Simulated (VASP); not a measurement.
# Fe: single point with PBE

The system is Fe.

```xyz
2
Lattice="0.0000 1.8195 1.8195 1.8195 0.0000 1.8195 3.6390 3.6390 0.0000" Properties=species:S:1:pos:R:3 pbc="T T T"
Fe    0.0000    0.0000    0.0000
Fe    1.8195    1.8195    0.0000
```

This isn't the form of Fe at room conditions, which is bcc.

```json
{"Program": "VASP 6.6.1", "Task": "single point", "Functional": "PBE", "Potentials or basis": "VASP PAW PBE potentials, release 64 (Fe)", "Cutoff": "520 eV", "k mesh": "12 × 12 × 6", "Occupations": "fermi-dirac, width 0.05 eV", "Spin": "collinear spin, ferromagnetic start", "Starting moments": "[4.0, 4.0] μB"}
```

```
Pressure                                              : -0.9 GPa
Net moment                                            : 5.13 μB per cell
Site moments                                          : Fe +2.57 μB
Valence electrons inside the program's atomic spheres : Fe 7.15
```

Levels at points of the mesh, in eV from the Fermi level:
Spin up:
| k point | band 7 | band 8 | band 9 | band 10 | band 11 | band 12 | band 13 | band 14 |
| --- | --- | --- | --- | --- | --- | --- | --- | --- |
| (0.00, 0.00, 0.00) | -2.44 | -1.47 | -1.47 | -0.55 | -0.55 | -0.16 | 5.96 | 20.38 |
| (0.50, 0.00, 0.00) | -0.55 | -0.55 | -0.27 | -0.27 | -0.16 | 2.45 | 5.96 | 9.18 |
| (0.00, 0.50, 0.00) | -0.55 | -0.55 | -0.27 | -0.27 | -0.16 | 2.45 | 5.96 | 9.18 |
| (0.50, 0.50, 0.00) | -0.55 | -0.55 | -0.27 | -0.27 | -0.16 | 2.45 | 5.96 | 9.18 |
| (0.00, 0.00, 0.50) | -2.29 | -2.29 | -1.30 | -1.30 | -1.30 | -1.30 | 13.91 | 13.91 |
| (0.50, 0.00, 0.50) | -1.68 | -1.68 | -0.48 | -0.48 | 2.41 | 2.41 | 8.38 | 8.38 |
| (0.00, 0.50, 0.50) | -1.68 | -1.68 | -0.48 | -0.48 | 2.41 | 2.41 | 8.38 | 8.38 |
| (0.50, 0.50, 0.50) | -1.68 | -1.68 | -0.48 | -0.48 | 2.41 | 2.41 | 8.38 | 8.38 |
Spin down:
| k point | band 3 | band 4 | band 5 | band 6 | band 7 | band 8 |
| --- | --- | --- | --- | --- | --- | --- |
| (0.00, 0.00, 0.00) | -0.10 | -0.10 | -0.10 | -0.07 | -0.07 | -0.02 |
| (0.50, 0.00, 0.00) | -2.45 | -0.07 | -0.07 | -0.02 | 2.28 | 2.28 |
| (0.00, 0.50, 0.00) | -2.45 | -0.07 | -0.07 | -0.02 | 2.28 | 2.28 |
| (0.50, 0.50, 0.00) | -2.45 | -0.07 | -0.07 | -0.02 | 2.28 | 2.28 |
| (0.00, 0.00, 0.50) | -0.76 | -0.76 | 0.19 | 0.19 | 0.19 | 0.19 |
| (0.50, 0.00, 0.50) | -1.78 | -1.78 | -0.42 | -0.42 | 1.01 | 1.01 |
| (0.00, 0.50, 0.50) | -1.78 | -1.78 | -0.42 | -0.42 | 1.01 | 1.01 |
| (0.50, 0.50, 0.50) | -1.78 | -1.78 | -0.42 | -0.42 | 1.01 | 1.01 |

Run time: 2.8 min on 1 thread of Intel(R) Xeon(R) 6975P-C (Granite Rapids) (shared host), peak memory 0.37 GiB.
